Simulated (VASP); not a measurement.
Here is a VASP 6.6.1 calculation.

INCAR

```
SYSTEM = BaTiO3
ALGO     = Normal         ! electronic algorithm
EDIFF    = 1E-8           ! SCF threshold, eV
ENCUT    = 520            ! plane-wave cutoff, eV
GGA      = PE             ! functional
ISIF     = 2              ! what is computed and relaxed
ISMEAR   = -1             ! smearing method
LASPH    = .True.         ! aspherical terms in the spheres
LCHARG   = .False.        ! write CHGCAR
LEFG     = .True.       
LREAL    = .False.        ! projectors in reciprocal space
LWAVE    = .False.        ! write WAVECAR
NBANDS   = 28             ! bands
NELM     = 100            ! most SCF steps
PREC     = Accurate       ! precision mode
SIGMA    = 0.08           ! smearing width, eV
```

File KPOINTS:

```
k-points
0
Gamma
  7 7 7
  0 0 0
```

File POSCAR:

```
BaTiO3
1.0
    4.0397980000      0.0000000000      0.0000000000
    0.0000000000      4.0397980000      0.0000000000
    0.0000000000      0.0000000000      4.0180000000
Ba Ti O
1 1 3
Direct
    0.0000000000      0.0000000000      0.0000000000
    0.5000000000      0.5000000000      0.4820000000
    0.5000000000      0.5000000000      0.0160000000
    0.5000000000      0.0000000000      0.5150000000
    0.0000000000      0.5000000000      0.5150000000
```

Potentials or basis: VASP PAW PBE potentials, release 64 (Ba_sv, Ti_sv, O).

Command:

```bash
$ cat potpaw_PBE.64/Ba_sv/POTCAR potpaw_PBE.64/Ti_sv/POTCAR potpaw_PBE.64/O/POTCAR > POTCAR
$ mpirun -np 1 vasp_std > vasp.out
```

(1) Estimate the band gap on the k mesh.

(2) Predict the largest force.

(3) Predict the pressure.

Answers

(1) 1.83 eV, indirect (least direct gap 2.06 eV).

(2) 0.350 eV/Å.

(3) 1.1 GPa.

Caveat: the cell differs from its parent crystal (equal xx and yy strain of +1 %); without QUAD_EFG the Cq values of the log hold for a quadrupole moment of 1 mb, not for the nuclei; spin-orbit coupling is left out, which moves the levels of the heavy elements.
